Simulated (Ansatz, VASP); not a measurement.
## Two plane-wave programs on MnO2

```
CELL_PARAMETERS angstrom
2.89417 0.00000 0.00000
-1.44708 2.50642 0.00000
0.00000 0.00000 4.66193
ATOMIC_POSITIONS crystal
Mn 0.00000 0.00000 0.50000
O 0.33333 0.66667 0.70629
O 0.66667 0.33333 0.29371
```

Alike in both runs: task single point; functional r2SCAN; k mesh 11 × 11 × 6; occupations fermi-dirac, width 0.05 eV; collinear spin.

|  | VASP | Ansatz |
| --- | --- | --- |
| version | VASP 6.6.1 | Ansatz 0.2.0 |
| potentials or method | VASP PAW PBE potentials, release 64 (Mn_pv, O) | Ansatz PAW |
| plane-wave cutoff (eV) | 520 | 500 |
| valence electrons in the cell | 25 | 27 |

Ansatz gave:

| Quantity | Value |
| --- | --- |
| gap on the k mesh at the Fermi level (eV) | 2.03 |
| least direct gap on the mesh (eV) | 2.16 |
| pressure (GPa) | -8.0 |
| traceless stress, the component that is largest in VASP (GPa) | 2.51 |
| rms of the force components (eV/Å) | 0.291 |
| net moment per atom (μB) | 1.00 |
| size of the moment on the site where the two differ most (μB) | 2.65 |

Question: What did VASP give for the same quantities?

Answer: gap on the k mesh at the Fermi level (eV): 1.94; least direct gap on the mesh (eV): 2.14; pressure (GPa): -7.0; traceless stress, the component that is largest in VASP (GPa): 1.93; rms of the force components (eV/Å): 0.255; net moment per atom (μB): 1.00; size of the moment on the site where the two differ most (μB): 2.98.

VASP's potentials were made for PBE, not for r2SCAN. Site moments also hang on the region over which each program counts them. Atom by atom the forces differ by 0.035 eV/Å (rms over components). VASP's potentials hold 25 valence electrons a cell and Ansatz's 27, so a difference there can come from the potentials and not from the codes.

Noted on Ansatz's run: the magnetic or orbital state may not be the lowest; odd divisions of the mesh miss points on the zone boundary, where band edges often lie, so the gap on the mesh can be too wide.
